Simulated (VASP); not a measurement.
# Fe5Co3 (Im-3m) in VASP: a series of runs

The runs below take Fe5Co3 through single point, relaxation of cell and atoms, with PBE.

All numbers are computed with VASP 6.6.1; they aren't measurements. Logs are shortened: lines on timing, memory, paths and dates and some standing lists are left out, and cuts for length are marked.

### Step 1. The cell of the first run

The structure is cubic, space group Im-3m (No. 229). The conventional cell has a = 5.705 Å, b = 5.705 Å, c = 5.705 Å, α = 90.00°, β = 90.00°, γ = 90.00°. Within 3.3 Å of Fe (site symmetry m-3m) lie 8 Fe at 2.47 Å and 6 Co at 2.85 Å. Fe (site symmetry -3m) has 8 Fe at 2.47 to 2.85 Å and 6 Co at 2.47 Å within 3.3 Å. Within 3.3 Å of Co (site symmetry 4/mmm) lie 10 Fe at 2.47 to 2.85 Å and 4 Co at 2.85 Å.

### Step 2. Single point, PBE, collinear spin, ferromagnetic start

Contents of INCAR:

```
PREC = Accurate
ENCUT = 520
EDIFF = 1E-6
ISMEAR = 0
SIGMA = 0.1
LREAL = False
LASPH = True
NELM = 150
ALGO = Normal
ISIF = 2
LWAVE = False
LCHARG = True
ISPIN = 2
MAGMOM = 2.55 2.9 2.9 2.9 2.9 1.98 1.98 1.98
LORBIT = 11
LMAXMIX = 4
GGA = PE
LELF = True
LVHAR = True
NBANDS = 48
```

Contents of KPOINTS:

```
Automatic mesh
0
Gamma
  4 4 4
```

Contents of POSCAR:

```
Fe5Co3
1.0
   -2.8525239452      2.8525239452      2.8525239452
    2.8525239452     -2.8525239452      2.8525239452
    2.8525239452      2.8525239452     -2.8525239452
Fe Co
5 3
Direct
    0.0000000000      0.0000000000      0.0000000000
    0.0000000000      0.0000000000      0.5000000000
    0.0000000000      0.5000000000      0.0000000000
    0.5000000000      0.0000000000      0.0000000000
    0.5000000000      0.5000000000      0.5000000000
    0.0000000000      0.5000000000      0.5000000000
    0.5000000000      0.5000000000      0.0000000000
    0.5000000000      0.0000000000      0.5000000000
```

Potentials or basis: VASP PAW PBE potentials, release 64 (Fe, Co).

Launch:

```bash
cat potpaw_PBE.64/Fe/POTCAR potpaw_PBE.64/Co/POTCAR > POTCAR
mpirun -np 1 vasp_std > vasp.out
```

OUTCAR:

```text
PREC = Accurate
   ENCUT = 520
   EDIFF = 1E-6
   ISMEAR = 0
   LREAL = False
   LASPH = True
   NELM = 150
   ISIF = 2
   ISPIN = 2
   LORBIT = 11
   GGA = PE

 ion  position               nearest neighbor table
   1  0.000  0.000  0.000-   2 2.47   3 2.47   4 2.47   5 2.47   2 2.47   3 2.47   4 2.47   5 2.47
                             7 2.85   6 2.85   8 2.85   8 2.85   7 2.85   6 2.85
   2  0.000  0.000  0.500-   1 2.47   6 2.47   7 2.47   8 2.47   1 2.47   6 2.47   8 2.47   7 2.47
                             4 2.85   3 2.85   5 2.85   4 2.85   5 2.85   3 2.85
   3  0.000  0.500  0.000-   1 2.47   6 2.47   7 2.47   8 2.47   6 2.47   1 2.47   7 2.47   8 2.47
                             4 2.85   2 2.85   5 2.85   5 2.85   4 2.85   2 2.85
   4  0.500  0.000  0.000-   1 2.47   6 2.47   7 2.47   8 2.47   8 2.47   7 2.47   1 2.47   6 2.47
                             3 2.85   5 2.85   5 2.85   2 2.85   3 2.85   2 2.85
   5  0.500  0.500  0.500-   1 2.47   6 2.47   7 2.47   8 2.47   7 2.47   8 2.47   6 2.47   1 2.47
                             3 2.85   4 2.85   4 2.85   3 2.85   2 2.85   2 2.85
   6  0.000  0.500  0.500-   2 2.47   3 2.47   4 2.47   5 2.47   3 2.47   2 2.47   5 2.47   4 2.47
                             7 2.85   1 2.85   8 2.85   7 2.85   8 2.85   1 2.85
   7  0.500  0.500  0.000-   2 2.47   3 2.47   4 2.47   5 2.47   5 2.47   4 2.47   3 2.47   2 2.47
                             6 2.85   8 2.85   8 2.85   6 2.85   1 2.85   1 2.85
   8  0.500  0.000  0.500-   2 2.47   3 2.47   4 2.47   5 2.47   4 2.47   5 2.47   2 2.47   3 2.47
                             6 2.85   7 2.85   7 2.85   1 2.85   6 2.85   1 2.85

  LATTYP: Found a body centered cubic cell.
 ALAT       =     5.7050478904

  Lattice vectors:

 A1 = (  -2.8525239452,   2.8525239452,   2.8525239452)
 A2 = (   2.8525239452,  -2.8525239452,   2.8525239452)
 A3 = (   2.8525239452,   2.8525239452,  -2.8525239452)

Analysis of symmetry for initial positions (statically):
=====================================================================
 Subroutine PRICEL returns:
 Original cell was already a primitive cell.

 Routine SETGRP: Setting up the symmetry group for a
 body centered cubic supercell.

 Subroutine GETGRP returns: Found 48 space group operations
 (whereof 48 operations were pure point group operations)
 out of a pool of 48 trial point group operations.

The static configuration has the point symmetry O_h .

Analysis of symmetry for dynamics (positions and initial velocities):
=====================================================================
 Subroutine PRICEL returns:
 Original cell was already a primitive cell.

 Routine SETGRP: Setting up the symmetry group for a
 body centered cubic supercell.

 Subroutine GETGRP returns: Found 48 space group operations
 (whereof 48 operations were pure point group operations)
 out of a pool of 48 trial point group operations.

The dynamic configuration has the point symmetry O_h .

Analysis of structural, dynamic, and magnetic symmetry:
=====================================================================
 Subroutine PRICEL returns:
 Original cell was already a primitive cell.

 Routine SETGRP: Setting up the symmetry group for a
 body centered cubic supercell.

 Subroutine GETGRP returns: Found 48 space group operations
 (whereof 48 operations were pure point group operations)
 out of a pool of 48 trial point group operations.

The overall configuration has the point symmetry O_h .

 Subroutine INISYM returns: Found 48 space group operations
 (whereof 48 operations are pure point group operations),
 and found     1 'primitive' translations

----------------------------------------------------------------------------------------

                                     Primitive cell

  volume of cell :      92.8427

  direct lattice vectors                    reciprocal lattice vectors
    -2.852523945  2.852523945  2.852523945     0.000000000  0.175283366  0.175283366
     2.852523945 -2.852523945  2.852523945     0.175283366  0.000000000  0.175283366
     2.852523945  2.852523945 -2.852523945     0.175283366  0.175283366  0.000000000

  length of vectors
     4.940716403  4.940716403  4.940716403     0.247888114  0.247888114  0.247888114

  position of ions in fractional coordinates (direct lattice)
     0.000000000  0.000000000  0.000000000
     0.000000000  0.000000000  0.500000000
     0.000000000  0.500000000  0.000000000
     0.500000000  0.000000000  0.000000000
     0.500000000  0.500000000  0.500000000
     0.000000000  0.500000000  0.500000000
     0.500000000  0.500000000  0.000000000
     0.500000000  0.000000000  0.500000000
[... 60 lines left out ...]
   ISPIN  =      2    spin polarized calculation?
   LNONCOLLINEAR =      F non collinear calculations
   LSORBIT =      F    spin-orbit coupling
   LASPH  =      T    aspherical Exc in radial PAW
   ENCUT  =  520.0 eV  38.22 Ry    6.18 a.u.   9.19  9.19  9.19*2*pi/ulx,y,z
[... 19 lines left out ...]
   IMIX   =      4    mixing-type and parameters
     AMIX     =   0.40;   BMIX     =  1.00
     AMIX_MAG =   1.60;   BMIX_MAG =  1.00
  volume/ion in A,a.u.               =      11.61        78.32
  Fermi-wavevector in a.u.,A,eV,Ry     =   1.468421  2.774913 29.337686  2.156259
  Thomas-Fermi vector in A             =   2.583920
   LORBIT       =     11    0 simple, 1 ext, 2 COOP (PROOUT), +10 PAW based schemes
   GGA     = PE    functional components
   LHFCALC =     F    Hartree Fock is set to
   AEXX    =    0.0000 exact exchange contribution
   IVDW    =     0    specifies the selected vdW correction
   LEPSILON=     F    determine dielectric tensor
   LRPA    =     F    only Hartree local field effects (RPA)
 spin polarized calculation
 Gauss-broadening in eV      SIGMA  =   0.10
  energy-cutoff  :      520.00
  volume of cell :       92.84
 maximum number of plane-waves:      2528
 NGX is ok and might be reduce to    40
   NGX = 19   NGY = 19   NGZ = 19

 number of electron      66.9999988 magnetization      18.9857616

 Free energy of the ion-electron system (eV)
  ---------------------------------------------------
  ext. energy  EPLUGINS =         0.00000000
  ---------------------------------------------------
  free energy    TOTEN  =       -62.85479011 eV

  energy without entropy =      -62.83573504  energy(sigma->0) =      -62.84526257

 E-fermi :   7.2955     XC(G=0): -12.9935

 val. band max:        7.2943538223   @ k =   0.5000   0.5000   0.2500
 cond. band min:       7.3538222178   @ k =   0.0000   0.0000   0.0000
 fundamental gap:      0.0594683955
 Fermi energy:         7.2955456363

 spin component 1

 k-point     1 :       0.0000    0.0000    0.0000
  band No.  band energies     occupation
      1      -1.4221      1.00000
      2       1.9770      1.00000
      3       1.9770      1.00000
      4       2.0665      1.00000
      5       2.1552      1.00000
      6       2.1552      1.00000
[... 373 lines left out ...]
     44       6.9225      1.00000
     45       6.9225      1.00000
 Fermi energy:         7.2955456363

 spin component 2

 k-point     1 :       0.0000    0.0000    0.0000
  band No.  band energies     occupation
      1      -1.2381      1.00000
      2       3.4441      1.00000
      3       3.4442      1.00000
      4       3.4823      1.00000
      5       3.4823      1.00000
      6       3.4823      1.00000
[... 373 lines left out ...]
     44       9.6588      0.00000
     45       9.6589      0.00000
 [bands above 45 left out]

------------------------ aborting loop because EDIFF is reached ----------------------------------------

  FORCE on cell =-STRESS in cart. coord.  units (eV):
  Direction    XX          YY          ZZ          XY          YZ          ZX
  --------------------------------------------------------------------------------------
  -------------------------------------------------------------------------------------
  Total       -0.0346152     -0.0346152     -0.0346152      0.0000000      0.0000000     -0.0000000
  in kB       -0.5973514     -0.5973514     -0.5973514      0.0000000      0.0000000     -0.0000000
  external PRESSURE =      -0.5973514 kB  Pullay stress =       0.0000000 kB

 VOLUME and BASIS-vectors are now :
 -----------------------------------------------------------------------------
  energy-cutoff  :      520.00
  volume of cell :       92.84
      direct lattice vectors                 reciprocal lattice vectors
    -2.852523945  2.852523945  2.852523945     0.000000000  0.175283366  0.175283366
     2.852523945 -2.852523945  2.852523945     0.175283366  0.000000000  0.175283366
     2.852523945  2.852523945 -2.852523945     0.175283366  0.175283366  0.000000000

 POSITION                                       TOTAL-FORCE (eV/Angst)
 -----------------------------------------------------------------------------------
      0.00000      0.00000      0.00000        -0.000000      0.000000      0.000000
      1.42626      1.42626     -1.42626         0.000000     -0.000000      0.000000
      1.42626     -1.42626      1.42626         0.000000      0.000000      0.000000
     -1.42626      1.42626      1.42626        -0.000000      0.000000      0.000000
      1.42626      1.42626      1.42626        -0.000000      0.000000      0.000000
      2.85252      0.00000      0.00000        -0.000000     -0.000000     -0.000000
      0.00000      0.00000      2.85252        -0.000000     -0.000000     -0.000000
      0.00000      2.85252      0.00000         0.000000     -0.000000     -0.000000
 -----------------------------------------------------------------------------------
    total drift:                                0.000000     -0.000000      0.000000

  FREE ENERGIE OF THE ION-ELECTRON SYSTEM (eV)
  ---------------------------------------------------
  free  energy   TOTEN  =       -62.8547901071 eV

  energy  without entropy=      -62.8357350375  energy(sigma->0) =      -62.84526257

 total charge

# of ion       s       p       d       tot
------------------------------------------
    1        0.480   0.506   6.253   7.239
    2        0.475   0.520   6.162   7.156
    3        0.475   0.520   6.162   7.156
    4        0.475   0.520   6.162   7.156
    5        0.475   0.520   6.162   7.156
    6        0.485   0.504   7.233   8.222
    7        0.485   0.504   7.233   8.222
    8        0.485   0.504   7.233   8.222
--------------------------------------------------
tot          3.834   4.099  52.599  60.532

 magnetization (x)

# of ion       s       p       d       tot
------------------------------------------
    1        0.001  -0.039   2.594   2.555
    2       -0.001  -0.042   2.807   2.764
    3       -0.001  -0.042   2.807   2.764
    4       -0.001  -0.042   2.807   2.764
    5       -0.001  -0.042   2.807   2.764
    6       -0.011  -0.055   1.868   1.803
    7       -0.011  -0.055   1.868   1.803
    8       -0.011  -0.055   1.868   1.803
--------------------------------------------------
tot         -0.036  -0.370  19.425  19.019
```

Run time: 8.1 min. Hardware: 1 thread of Intel Xeon 8259CL, shared host; peak memory 0.31 GiB.

What came out:

```
Free energy                                           : -62.8548 eV
Pressure                                              : -0.1 GPa
Band gap on the k mesh                                : zero (filled and empty bands overlap)
Net moment                                            : 18.99 μB per cell
Site moments                                          : Fe +2.56, +2.76 (each value once); Co +1.80 μB
Valence electrons inside the program's atomic spheres : Fe 7.24, 7.16 (each value once); Co 8.22
```

Levels at points of the mesh, in eV from the Fermi level:
Spin up:
```csv
k point,band 41,band 42,band 43,band 44,band 45,band 46
"(0.00, 0.00, 0.00)",-0.17,0.06,0.06,0.06,0.17,0.17
"(0.50, 0.00, 0.00)",-0.59,-0.37,1.49,1.60,1.69,1.69
"(0.50, 0.50, 0.50)",-0.62,-0.43,-0.43,-0.37,-0.37,-0.37
```
Spin down:
| k point | band 20 | band 21 | band 22 | band 23 | band 24 | band 25 | band 26 | band 27 | band 28 | band 29 |
| --- | --- | --- | --- | --- | --- | --- | --- | --- | --- | --- |
| (0.00, 0.00, 0.00) | 0.15 | 0.15 | 0.31 | 0.31 | 0.31 | 0.76 | 0.76 | 0.76 | 0.80 | 1.00 |
| (0.50, 0.00, 0.00) | -1.20 | -1.10 | -0.78 | -0.73 | -0.28 | 0.30 | 0.49 | 0.61 | 0.68 | 0.68 |
| (0.50, 0.50, 0.50) | -0.85 | -0.85 | -0.59 | -0.59 | -0.59 | -0.05 | -0.05 | -0.05 | -0.03 | -0.03 |

Caveat: the k points lie up to 0.39 Å⁻¹ apart, too coarse for converged energies and pressures of a metal.

### Step 3. Single point, PBE, collinear spin, ferromagnetic start

This run uses another cell than the first one, of 10.64 Å³/atom.

Contents of INCAR:

```
PREC     = Accurate       # precision mode
ENCUT    = 520            # plane-wave cutoff, eV
EDIFF    = 1E-6           # SCF threshold, eV
ISMEAR   = 0              # smearing method
SIGMA    = 0.1            # smearing width, eV
LREAL    = False          # projectors in reciprocal space
LASPH    = True           # aspherical terms in the spheres
NELM     = 150            # most SCF steps
ALGO     = Normal         # electronic algorithm
ISIF     = 2              # what is computed and relaxed
LWAVE    = False          # write WAVECAR
LCHARG   = False          # write CHGCAR
ISPIN    = 2              # spin polarisation
MAGMOM   = 4 4 4 4 4 3 3 3 # initial moments
LORBIT   = 11             # projections on sites
LMAXMIX  = 4              # l up to which the mixer works
GGA      = PE             # functional
NBANDS   = 48             # bands
```

Contents of KPOINTS:

```
Automatic mesh
0
Gamma
  6 6 6
```

Edit POSCAR of step 2 so:

```diff
@@ -2,5 +2,5 @@
 1.0
-   -2.8525239452      2.8525239452      2.8525239452
-    2.8525239452     -2.8525239452      2.8525239452
-    2.8525239452      2.8525239452     -2.8525239452
+   -2.7709080000      2.7709080000      2.7709080000
+    2.7709080000     -2.7709080000      2.7709080000
+    2.7709080000      2.7709080000     -2.7709080000
 Fe Co
```

Potentials or basis: VASP PAW PBE potentials, release 64 (Fe, Co).

Launch:

```bash
cat potpaw_PBE.64/Fe/POTCAR potpaw_PBE.64/Co/POTCAR > POTCAR
mpirun -np 1 vasp_std > vasp.out
```

Wall time 9.4 min (1 thread of Intel Xeon 8259CL, shared host); peak memory 0.29 GiB.

It converged, with:

| Item | Value |
| --- | --- |
| Free energy | -62.4350 eV |
| Pressure | 18.1 GPa |
| Net moment | 17.91 μB per cell |
| Site moments | Fe +2.29, +2.60 (each value once); Co +1.71 μB |
| Valence electrons inside the program's atomic spheres | Fe 7.43, 7.34 (each value once); Co 8.39 |

Levels at points of the mesh, in eV from the Fermi level:
Spin up:
| k point | band 39 | band 40 | band 41 | band 42 | band 43 | band 44 | band 45 | band 46 |
| --- | --- | --- | --- | --- | --- | --- | --- | --- |
| (0.00, 0.00, 0.00) | -0.07 | -0.07 | -0.07 | -0.01 | -0.01 | -0.01 | 0.07 | 0.07 |
| (0.50, 0.00, 0.00) | -1.21 | -1.10 | -0.50 | -0.24 | 1.72 | 1.84 | 1.95 | 1.95 |
| (0.50, 0.50, 0.50) | -1.39 | -1.39 | -0.56 | -0.34 | -0.34 | -0.20 | -0.20 | -0.20 |
Spin down:
```csv
k point,band 21,band 22,band 23,band 24,band 25,band 26,band 27,band 28
"(0.00, 0.00, 0.00)",0.04,0.22,0.22,0.22,0.58,0.59,0.59,0.62
"(0.50, 0.00, 0.00)",-1.55,-1.17,-1.03,-0.60,0.08,0.28,0.42,0.49
"(0.50, 0.50, 0.50)",-1.21,-0.89,-0.89,-0.89,-0.31,-0.31,-0.31,-0.30
```

Caveat: the cell stands under pressure.

### Step 4. Relaxation of cell and atoms, PBE, collinear spin, ferromagnetic start

This run uses another cell than the first one, of 10.64 Å³/atom.

Contents of INCAR:

```
SYSTEM = Fe5Co3
  PREC = Accurate
  ENCUT = 600
  EDIFF = 1E-6
  ISMEAR = 0
  SIGMA = 0.1
  LREAL = .FALSE.
  LASPH = .TRUE.
  NELM = 150
  ALGO = Fast
  ISIF = 3
  LWAVE = .FALSE.
  LCHARG = .FALSE.
  ISPIN = 2
  MAGMOM = 2.55 2.9 2.9 2.9 2.9 1.98 1.98 1.98
  LORBIT = 11
  LMAXMIX = 4
  GGA = PE
  IBRION = 2
  NSW = 90
  EDIFFG = -0.04
```

Contents of KPOINTS:

```
Automatic mesh
0
G
  4 4 4
  0 0 0
```

POSCAR is that of step 3.

Launch:

```bash
cat potpaw_PBE.64/Fe/POTCAR potpaw_PBE.64/Co/POTCAR > POTCAR
mpirun -np 1 vasp_std > vasp.out
```

Wall time 23 min (1 thread of Intel Xeon 8259CL, shared host); peak memory 0.32 GiB.

It converged, with:

| Quantity | Value |
| --- | --- |
| Free energy | -62.8487 eV |
| Relaxed volume | 11.61 Å³/atom |
| Relaxed cell | a = 4.941 Å, b = 4.941 Å, c = 4.941 Å, α = 109.47°, β = 109.47°, γ = 109.47° |
| Space group after relaxing (to 0.1 Å) | Im-3m (No. 229) |
| Energy gained by relaxing | 52.5 meV/atom |
| Ionic steps | 3 |
| Pressure after relaxing | -0.2 GPa |
| Band gap on the k mesh | zero (filled and empty bands overlap) |
| Net moment | 18.99 μB per cell |
| Site moments | Fe +2.56, +2.76 (each value once); Co +1.80 μB |
| Valence electrons inside the program's atomic spheres | Fe 7.24, 7.16 (each value once); Co 8.22 |

Step by step:
```tsv
step	energy change (eV)	largest force (eV/Å)	pressure (GPa)	volume (Å³)
1	0.0000	0.0000	18.98	85.10
2	-0.0043	0.0000	-14.01	101.58
3	-0.4200	0.0000	-0.17	92.87
```

Final structure:
```
CELL_PARAMETERS angstrom
-2.85280 2.85280 2.85280
2.85280 -2.85280 2.85280
2.85280 2.85280 -2.85280
ATOMIC_POSITIONS crystal
Fe 0.00000 0.00000 0.00000
Fe 0.00000 0.00000 0.50000
Fe 0.00000 0.50000 0.00000
Fe 0.50000 0.00000 0.00000
Fe 0.50000 0.50000 0.50000
Co 0.00000 0.50000 0.50000
Co 0.50000 0.50000 0.00000
Co 0.50000 0.00000 0.50000
```

Levels at points of the mesh, in eV from the Fermi level:
Spin up:
```
           k point  band 41  band 42  band 43  band 44  band 45  band 46
(0.00, 0.00, 0.00)    -0.17     0.06     0.06     0.06     0.17     0.17
(0.50, 0.00, 0.00)    -0.59    -0.37     1.49     1.60     1.69     1.69
(0.50, 0.50, 0.50)    -0.62    -0.43    -0.43    -0.37    -0.37    -0.37
```
Spin down:
| k point | band 20 | band 21 | band 22 | band 23 | band 24 | band 25 | band 26 | band 27 | band 28 | band 29 |
| --- | --- | --- | --- | --- | --- | --- | --- | --- | --- | --- |
| (0.00, 0.00, 0.00) | 0.15 | 0.15 | 0.31 | 0.31 | 0.31 | 0.76 | 0.76 | 0.76 | 0.80 | 1.00 |
| (0.50, 0.00, 0.00) | -1.20 | -1.10 | -0.78 | -0.73 | -0.28 | 0.30 | 0.49 | 0.61 | 0.68 | 0.68 |
| (0.50, 0.50, 0.50) | -0.85 | -0.85 | -0.59 | -0.59 | -0.59 | -0.04 | -0.04 | -0.04 | -0.03 | -0.03 |

Caveat: the k points lie up to 0.39 Å⁻¹ apart in the final cell, too coarse for converged energies and pressures of a metal.

### Step 5. Summary

| task | cell | k mesh | cutoff (eV) | gap on the mesh (eV) | pressure (GPa) | moment (μB) |
| --- | --- | --- | --- | --- | --- | --- |
| single point | a = 4.941 Å, angles 109.5°, 8 atoms | 4 × 4 × 4 | 520 | none | -0.1 | 18.99 |
| single point | a = 4.799 Å, angles 109.5°, 8 atoms | 6 × 6 × 6 | 520 | none | 18.1 | 17.91 |
| relaxation of cell and atoms | relaxed from a = 4.799 Å, angles 109.5°, 8 atoms | 4 × 4 × 4 | 600 | none | -0.2 | 18.99 |

Alike in all rows: level PBE; potentials or basis VASP PAW PBE potentials, release 64 (Fe, Co); spin collinear, ferromagnetic start; smearing gaussian 0.1 eV.

Caveats: some runs use coarse meshes; the cell stands under pressure (at least some runs).

Total energies depend on the potentials used, so only differences within one code and one set of settings carry meaning.

The gap in the log of VASP goes by the Fermi energy; the results here count the filled bands.